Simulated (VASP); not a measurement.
A run of VASP 6.6.1 is set up as follows.

File INCAR:

```
SYSTEM = In2Sb
  PREC = Accurate
  ENCUT = 520
  EDIFF = 1E-6
  ISMEAR = 0
  SIGMA = 0.1
  LREAL = .FALSE.
  LASPH = .TRUE.
  NELM = 60
  ALGO = Fast
  ISIF = 2
  LWAVE = .FALSE.
  LCHARG = .FALSE.
  GGA = PS
  NBANDS = 40
```

KPOINTS

```
regular mesh
0
G
  12 12 6
  0 0 0
```

POSCAR

```
In2Sb
1.0
    5.2829931412      0.0000000000      0.0000000000
   -2.6414965706      4.5752062683      0.0000000000
    0.0000000000      0.0000000000      6.3198033859
In Sb
4 2
Direct
    0.6666666667      0.3333333333      0.2500000000
    0.3333333333      0.6666666667      0.7500000000
    0.0000000000      0.0000000000      0.5000000000
    0.0000000000      0.0000000000      0.0000000000
    0.6666666667      0.3333333333      0.7500000000
    0.3333333333      0.6666666667      0.2500000000
```

Potentials or basis: VASP PAW PBE potentials, release 64 (In_d, Sb).

The run is started by

```sh
$ cat potpaw_PBE.64/In_d/POTCAR potpaw_PBE.64/Sb/POTCAR > POTCAR
$ mpirun -np 1 vasp_std > vasp.out
```

(1) Predict the band gap on the k mesh.

(2) Predict the pressure.

## Answers

(1) zero (bands 31 and 32 overlap by 2.41 eV).

(2) 1.6 GPa.

Caveat: the PAW data sets were made with another functional, which shifts forces and pressure a little; spin-orbit coupling is left out, which moves the levels of the heavy elements.
